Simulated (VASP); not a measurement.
La3Hf2O3, 8 atoms in the cell. It takes space group R-3m (No. 166, trigonal). The conventional cell has a = 6.840 Å, b = 6.840 Å, c = 12.396 Å, α = 90.00°, β = 90.00°, γ = 120.00°. Within 3.8 Å of La (site symmetry 2/m) lie 4 O at 2.86 Å and 6 Hf at 3.36 to 3.70 Å and 4 La at 3.42 Å. Within 2.9 Å of Hf (site symmetry 3m) lie 3 O at 2.08 Å and 1 Hf at 2.84 Å. Within 2.9 Å of O (site symmetry 2/m) lie 2 Hf at 2.08 Å and 4 La at 2.86 Å. The cell was built from a structure type or drawn by symmetry, and may not be a known phase.

| Quantity | Value |
| --- | --- |
| Program | VASP 6.6.1 |
| Task | single point |
| Functional | PBE |
| Potentials or basis | VASP PAW PBE potentials, release 64 (La, Hf_pv, O) |
| Cutoff | 520 eV |
| k mesh | 6 × 6 × 6 |
| Occupations | gaussian, width 0.1 eV |
| Spin | no spin polarisation |
| Dipole correction | no |
| Further INCAR settings | ALGO = Normal; EDIFF = 1e-07; NBANDS = 46 |

Potentials or basis: VASP PAW PBE potentials, release 64 (La, Hf_pv, O).

The run is started by

```sh
$ cat potpaw_PBE.64/La/POTCAR potpaw_PBE.64/Hf_pv/POTCAR potpaw_PBE.64/O/POTCAR > POTCAR
$ mpirun -np 1 vasp_std > vasp.out
```

Hardware: 1 thread of Intel(R) Xeon(R) 6975P-C (Granite Rapids) (shared host).

Problem. Estimate the wall time of this run.

Solution. It took 3.8 min on 1 thread of Intel(R) Xeon(R) 6975P-C (Granite Rapids) (shared host), peak memory 0.47 GiB. Counts: scf iterations 17, k points 32.
